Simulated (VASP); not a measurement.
Input of a VASP 6.6.1 run:

INCAR

```
SYSTEM = Sb
  PREC = Accurate
  ENCUT = 500
  EDIFF = 1E-6
  ISMEAR = 0
  SIGMA = 0.1
  LREAL = .False.
  LASPH = .True.
  NELM = 120
  ALGO = Normal
  ISIF = 2
  LWAVE = .False.
  LCHARG = .False.
  GGA = CA
  NBANDS = 22
  GGA_COMPAT = .False.
```

The input KPOINTS:

```
Automatic mesh
0
Gamma
  12 12 12
  0 0 0
```

Contents of POSCAR:

```
Sb
1.0
    2.1470268121      1.2395865080      3.6566131537
   -2.1470268121      1.2395865080      3.6566131537
    0.0000000000     -2.4791730159      3.6566131537
Sb
2
Direct
    0.2358154120      0.2358154120      0.2358154120
    0.7641845880      0.7641845880      0.7641845880
```

Potentials or basis: VASP PAW LDA potentials, release 64 (Sb_d_GW).

Command:

```sh
$ cat potpaw_LDA.64/Sb_d_GW/POTCAR > POTCAR
$ mpirun -np 1 vasp_std > vasp.out
```

(1) Estimate the largest force.

(2) What does it give for the pressure?

(3) Estimate the band gap on the k mesh.

Results:

(1) 0.017 eV/Å.

(2) 0.0 GPa.

(3) zero (bands 15 and 16 overlap by 0.27 eV).

Caveat: spin-orbit coupling is left out, which moves the levels of the heavy elements.
